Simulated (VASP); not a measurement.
# CuI (Cmcm) in VASP: a series of runs

Runs on CuI. Level: LDA. Tasks: electric field gradients.

Everything below comes from runs of VASP 6.6.1. Logs are shortened: lines on timing, memory, paths and dates and some standing lists are left out, and cuts for length are marked.

**1. The cell of the first run**

Symmetry: Cmcm, No. 63, orthorhombic system. Conventional cell: a = 7.565 Å, b = 7.520 Å, c = 4.364 Å, α = 90.00°, β = 90.00°, γ = 90.00°. Within 3.3 Å of Cu (site symmetry m2m) lie 2 Cu at 2.49 Å and 3 I at 2.61 to 2.63 Å. I (site symmetry m2m) has 3 Cu at 2.61 to 2.63 Å within 3.4 Å.

**2. Electric field gradients, LDA (volume scaled by 1.04)**

INCAR

```
  ALGO = Normal
  EDIFF = 1E-8
  ENCUT = 520
  GGA = CA
  ISIF = 2
  ISMEAR = -1
  LASPH = T
  LCHARG = F
  LEFG = T
  LREAL = F
  LWAVE = F
  NBANDS = 26
  NELM = 100
  PREC = Accurate
  SIGMA = 0.02
```

KPOINTS

```
k-points
0
Gamma
  5 5 6
```

POSCAR

```
CuI
1.0
    3.7822938498     -3.7599220542      0.0000000000
    3.7822938498      3.7599220542      0.0000000000
    0.0000000000      0.0000000000      4.3636751916
Cu I
2 2
Direct
    0.4204388300      0.5795611700      0.7500000000
    0.5795611700      0.4204388300      0.2500000000
    0.7700426800      0.2299573200      0.7500000000
    0.2299573200      0.7700426800      0.2500000000
```

Potentials or basis: VASP PAW LDA potentials, release 64 (Cu, I).

Started as:

```console
> cat potpaw_LDA.64/Cu/POTCAR potpaw_LDA.64/I/POTCAR > POTCAR
> mpirun -np 1 vasp_std > vasp.out
```

OUTCAR:

```text
EDIFF = 1E-8
   ENCUT = 520
   GGA = CA
   ISIF = 2
   ISMEAR = -1
   LASPH = T
   LREAL = F
   NELM = 100
   PREC = Accurate

 ion  position               nearest neighbor table
   1  0.420  0.580  0.750-   2 2.49   2 2.49   4 2.61   4 2.61   3 2.63
   2  0.580  0.420  0.250-   1 2.49   1 2.49   3 2.61   3 2.61   4 2.63
   3  0.770  0.230  0.750-   2 2.61   2 2.61   1 2.63
   4  0.230  0.770  0.250-   1 2.61   1 2.61   2 2.63

  LATTYP: Found a base centered orthorhombic cell.
 ALAT       =     7.5198441084
 B/A-ratio  =     1.0059500690
 C/A-ratio  =     0.5802879859

  Lattice vectors:

 A1 = (  -3.7822938498,  -3.7599220542,   0.0000000000)
 A2 = (   3.7822938498,  -3.7599220542,   0.0000000000)
 A3 = (   0.0000000000,   0.0000000000,   4.3636751916)

Analysis of symmetry for initial positions (statically):
=====================================================================
 Subroutine PRICEL returns:
 Original cell was already a primitive cell.

 Routine SETGRP: Setting up the symmetry group for a
 base centered orthorhombic supercell.

 Subroutine GETGRP returns: Found  8 space group operations
 (whereof  4 operations were pure point group operations)
 out of a pool of  8 trial point group operations.

The static configuration has the point symmetry C_2h.
 The point group associated with its full space group is D_2h.

Analysis of symmetry for dynamics (positions and initial velocities):
=====================================================================
 Subroutine PRICEL returns:
 Original cell was already a primitive cell.

 Routine SETGRP: Setting up the symmetry group for a
 base centered orthorhombic supercell.

 Subroutine GETGRP returns: Found  8 space group operations
 (whereof  4 operations were pure point group operations)
 out of a pool of  8 trial point group operations.

The dynamic configuration has the point symmetry C_2h.
 The point group associated with its full space group is D_2h.

 Subroutine INISYM returns: Found  8 space group operations
 (whereof  4 operations are pure point group operations),
 and found     1 'primitive' translations

----------------------------------------------------------------------------------------
[... 140 lines left out ...]
  free energy    TOTEN  =       -13.40219444 eV

  energy without entropy =      -13.40219444  energy(sigma->0) =      -13.40219444

 E-fermi :   3.6191     XC(G=0):  -8.8059

 val. band max:        3.1679445869   @ k =   0.0000   0.0000   0.0000
 cond. band min:       4.0286663871   @ k =   0.0000   0.0000   0.0000
 fundamental gap:      0.8607218002
 Fermi energy:         3.6190617452

 k-point     1 :       0.0000    0.0000    0.0000
  band No.  band energies     occupation
      1     -10.4481      2.00000
      2      -9.7803      2.00000
      3      -2.1586      2.00000
      4      -0.8523      2.00000
      5      -0.6417      2.00000
      6      -0.5179      2.00000
[... 685 lines left out ...]
     25      10.6547      0.00000
     26      11.1024      0.00000

 [... further k-points ...]

------------------------ aborting loop because EDIFF is reached ----------------------------------------

  FORCE on cell =-STRESS in cart. coord.  units (eV):
  Direction    XX          YY          ZZ          XY          YZ          ZX
  --------------------------------------------------------------------------------------
  -------------------------------------------------------------------------------------
  Total       -1.0121041     -3.9671800     -4.6266309      0.0000000     -0.0000000      0.0000000
  in kB      -13.0652962    -51.2124983    -59.7253793      0.0000000     -0.0000000      0.0000000
  external PRESSURE =     -41.3343913 kB  Pullay stress =       0.0000000 kB

 VOLUME and BASIS-vectors are now :
 -----------------------------------------------------------------------------
  energy-cutoff  :      520.00
  volume of cell :      124.11
      direct lattice vectors                 reciprocal lattice vectors
     3.782293850 -3.759922054  0.000000000     0.132194911 -0.132981480  0.000000000
     3.782293850  3.759922054  0.000000000     0.132194911  0.132981480  0.000000000
     0.000000000  0.000000000  4.363675192     0.000000000  0.000000000  0.229164628

 POSITION                                       TOTAL-FORCE (eV/Angst)
 -----------------------------------------------------------------------------------
      3.78229      0.59829      3.27276         0.000000     -0.094319      0.000000
      3.78229     -0.59829      1.09092         0.000000      0.094319      0.000000
      3.78229     -2.03068      3.27276         0.000000      0.662259     -0.000000
      3.78229      2.03068      1.09092         0.000000     -0.662259     -0.000000
 -----------------------------------------------------------------------------------
    total drift:                                0.000000     -0.000000      0.000000

  FREE ENERGIE OF THE ION-ELECTRON SYSTEM (eV)
  ---------------------------------------------------
  free  energy   TOTEN  =       -13.4021944384 eV

  energy  without entropy=      -13.4021944384  energy(sigma->0) =      -13.40219444

 Electric field gradients (V/A^2)
---------------------------------------------------------------------
 ion       V_xx      V_yy      V_zz      V_xy      V_xz      V_yz
---------------------------------------------------------------------
   1      51.083   -13.523   -37.561     0.000    -0.000     0.000
   2      51.083   -13.523   -37.561     0.000    -0.000     0.000
   3    -425.164   313.989   111.175    -0.000     0.000    -0.000
   4    -425.164   313.989   111.175     0.000    -0.000    -0.000
---------------------------------------------------------------------

 Electric field gradients after diagonalization (V/A^2)
 (convention: |V_zz| > |V_xx| > |V_yy|)
----------------------------------------------------------------------
 ion       V_xx      V_yy      V_zz     asymmetry (V_yy - V_xx)/ V_zz
----------------------------------------------------------------------
   1     -37.561   -13.523    51.083       0.471
   2     -37.561   -13.523    51.083       0.471
   3     313.989   111.175  -425.164       0.477
   4     313.989   111.175  -425.164       0.477
----------------------------------------------------------------------

           NMR quadrupolar parameters

 Cq : quadrupolar parameter    Cq=e*Q*V_zz/h
 eta: asymmetry parameters     (V_yy - V_xx)/ V_zz
 Q  : nuclear electric quadrupole moment in mb (millibarn)
----------------------------------------------------------------------
 ion       Cq(MHz)       eta       Q (mb)
----------------------------------------------------------------------
   1       0.124       0.471       1.000
   2       0.124       0.471       1.000
   3      -1.028       0.477       1.000
   4      -1.028       0.477       1.000
----------------------------------------------------------------------
```

stdout:

```text
POSCAR found type information on POSCAR CuI
 POSCAR found :  2 types and       4 ions
 scaLAPACK will be used
 LDA part: xc-table for (Slater(with rela. corr.)+CA(PZ))
 , standard interpolation
 POSCAR, INCAR and KPOINTS ok, starting setup
 FFT: planning ... GRIDC
 FFT: planning ... GRID_SOFT
 FFT: planning ... GRID
 WAVECAR not read
 entering main loop
ion   1

ion   2

ion   3

ion   4
```

It took 95 s on 1 thread of Intel Xeon Platinum 8488C (Sapphire Rapids), shared host; peak memory 0.24 GiB.

Results:

| Item | Value |
| --- | --- |
| Free energy | -13.4022 eV |
| Pressure | -4.1 GPa |
| Largest force | 0.662 eV/Å |
| Band gap on the k mesh | 0.86 eV, direct |

Forces in eV/Å, atoms in the order of the input:
```
Cu   0.000 -0.094  0.000
Cu   0.000  0.094  0.000
I    0.000  0.662  0.000
I    0.000 -0.662  0.000
```

Levels at points of the mesh, in eV from the valence-band top:
```tsv
k point	band 15	band 16	band 17	band 18	band 19	band 20	band 21	band 22
(0.00, 0.00, 0.00)	-1.72	-1.40	-0.86	0.00	0.86	1.82	2.38	4.64
(0.00, 0.00, 0.50)	-1.74	-1.74	-1.48	-1.48	3.50	3.50	3.83	3.83
```

Electric field gradients, principal values (V/Å²):
```tsv
atom	least	middle	greatest (by size)
1 Cu	-13.523	-37.561	51.083
2 Cu	-13.523	-37.561	51.083
3 I	111.175	313.989	-425.164
4 I	111.175	313.989	-425.164
```

Caveat: without QUAD_EFG the Cq values of the log hold for a quadrupole moment of 1 mb, not for the nuclei; spin-orbit coupling is left out, which moves the levels of the heavy elements.

**3. Electric field gradients, LDA (volume scaled by 1.04)**

INCAR

```
SYSTEM = CuI
PREC = Accurate ; ENCUT = 520
EDIFF = 1E-8 ; ISMEAR = -1
SIGMA = 0.02 ; LREAL = .False.
LASPH = .True. ; NELM = 60
ALGO = Normal ; ISIF = 2
LWAVE = .False. ; LCHARG = .False.
LEFG = .True. ; NBANDS = 26
```

KPOINTS

```
Automatic mesh
0
Gamma
  5 5 6
  0 0 0
```

POSCAR is that of step 2.

Potentials or basis: VASP PAW LDA potentials, release 64 (Cu, I).

Started as:

```console
> cat potpaw_LDA.64/Cu/POTCAR potpaw_LDA.64/I/POTCAR > POTCAR
> mpirun -np 1 vasp_std > vasp.out
```

OUTCAR:

```text
SYSTEM = CuI
   PREC = Accurate
   ENCUT = 520
   EDIFF = 1E-8
   ISMEAR = -1
   LREAL = .False.
   LASPH = .True.
   NELM = 60
   ISIF = 2

 ion  position               nearest neighbor table
   1  0.420  0.580  0.750-   2 2.49   2 2.49   4 2.61   4 2.61   3 2.63
   2  0.580  0.420  0.250-   1 2.49   1 2.49   3 2.61   3 2.61   4 2.63
   3  0.770  0.230  0.750-   2 2.61   2 2.61   1 2.63
   4  0.230  0.770  0.250-   1 2.61   1 2.61   2 2.63

  LATTYP: Found a base centered orthorhombic cell.
 ALAT       =     7.5198441084
 B/A-ratio  =     1.0059500690
 C/A-ratio  =     0.5802879859

  Lattice vectors:

 A1 = (  -3.7822938498,  -3.7599220542,   0.0000000000)
 A2 = (   3.7822938498,  -3.7599220542,   0.0000000000)
 A3 = (   0.0000000000,   0.0000000000,   4.3636751916)

Analysis of symmetry for initial positions (statically):
[... 903 lines left out ...]
 -----------------------------------------------------------------------------------
      3.78229      0.59829      3.27276         0.000000     -0.094319      0.000000
      3.78229     -0.59829      1.09092         0.000000      0.094319      0.000000
      3.78229     -2.03068      3.27276         0.000000      0.662259     -0.000000
      3.78229      2.03068      1.09092         0.000000     -0.662259     -0.000000
 -----------------------------------------------------------------------------------
    total drift:                                0.000000     -0.000000      0.000000

  FREE ENERGIE OF THE ION-ELECTRON SYSTEM (eV)
  ---------------------------------------------------
  free  energy   TOTEN  =       -13.4021944384 eV

  energy  without entropy=      -13.4021944384  energy(sigma->0) =      -13.40219444

 Electric field gradients (V/A^2)
---------------------------------------------------------------------
 ion       V_xx      V_yy      V_zz      V_xy      V_xz      V_yz
---------------------------------------------------------------------
   1      51.083   -13.523   -37.561     0.000    -0.000     0.000
   2      51.083   -13.523   -37.561     0.000    -0.000     0.000
   3    -425.164   313.989   111.175    -0.000     0.000    -0.000
   4    -425.164   313.989   111.175     0.000    -0.000    -0.000
---------------------------------------------------------------------

 Electric field gradients after diagonalization (V/A^2)
 (convention: |V_zz| > |V_xx| > |V_yy|)
----------------------------------------------------------------------
 ion       V_xx      V_yy      V_zz     asymmetry (V_yy - V_xx)/ V_zz
----------------------------------------------------------------------
   1     -37.561   -13.523    51.083       0.471
   2     -37.561   -13.523    51.083       0.471
   3     313.989   111.175  -425.164       0.477
   4     313.989   111.175  -425.164       0.477
----------------------------------------------------------------------

           NMR quadrupolar parameters

 Cq : quadrupolar parameter    Cq=e*Q*V_zz/h
 eta: asymmetry parameters     (V_yy - V_xx)/ V_zz
 Q  : nuclear electric quadrupole moment in mb (millibarn)
----------------------------------------------------------------------
 ion       Cq(MHz)       eta       Q (mb)
----------------------------------------------------------------------
   1       0.124       0.471       1.000
   2       0.124       0.471       1.000
   3      -1.028       0.477       1.000
   4      -1.028       0.477       1.000
----------------------------------------------------------------------
```

OSZICAR:

```text
N       E                     dE             d eps       ncg     rms          rms(c)
[... 13 lines left out ...]
DAV:  14    -0.134021963682E+02    0.91423E-06   -0.30168E-06  2952   0.443E-02    0.568E-02
DAV:  15    -0.134021949056E+02    0.14627E-05   -0.50418E-06  2954   0.362E-02    0.378E-02
DAV:  16    -0.134021946981E+02    0.20742E-06   -0.61321E-07  2956   0.142E-02    0.268E-02
DAV:  17    -0.134021945613E+02    0.13680E-06   -0.16793E-07  2876   0.637E-03    0.165E-02
DAV:  18    -0.134021944911E+02    0.70189E-07   -0.37344E-08  1744   0.112E-03    0.959E-03
DAV:  19    -0.134021944484E+02    0.42769E-07   -0.53597E-08  2338   0.238E-03    0.322E-03
DAV:  20    -0.134021944373E+02    0.11096E-07   -0.32782E-08  1896   0.282E-03    0.557E-04
DAV:  21    -0.134021944384E+02   -0.11069E-08   -0.19858E-08  1616   0.152E-03
   1 F= -.13402194E+02 E0= -.13402194E+02  d E =-.838959E-11
```

stdout:

```text
POSCAR found type information on POSCAR CuI
 POSCAR found :  2 types and       4 ions
 scaLAPACK will be used
 LDA part: xc-table for (Slater(with rela. corr.)+CA(PZ))
 , standard interpolation
 POSCAR, INCAR and KPOINTS ok, starting setup
 FFT: planning ... GRIDC
 FFT: planning ... GRID_SOFT
 FFT: planning ... GRID
 WAVECAR not read
 entering main loop
ion   1

ion   2

ion   3

ion   4
```

Wall time 2.1 min (1 thread of Intel Xeon Platinum 8488C (Sapphire Rapids), shared host); peak memory 0.25 GiB.

Results:

```
Free energy            : -13.4022 eV
Pressure               : -4.1 GPa
Largest force          : 0.662 eV/Å
Band gap on the k mesh : 0.86 eV, direct
```

Forces on the atoms (eV/Å):
```
Cu   0.000 -0.094  0.000
Cu   0.000  0.094  0.000
I    0.000  0.662  0.000
I    0.000 -0.662  0.000
```

Electric field gradients, principal values (V/Å²):
```tsv
atom	least	middle	greatest (by size)
1 Cu	-13.523	-37.561	51.083
2 Cu	-13.523	-37.561	51.083
3 I	111.175	313.989	-425.164
4 I	111.175	313.989	-425.164
```

Caveat: without QUAD_EFG the Cq values of the log hold for a quadrupole moment of 1 mb, not for the nuclei; spin-orbit coupling is left out, which moves the levels of the heavy elements.
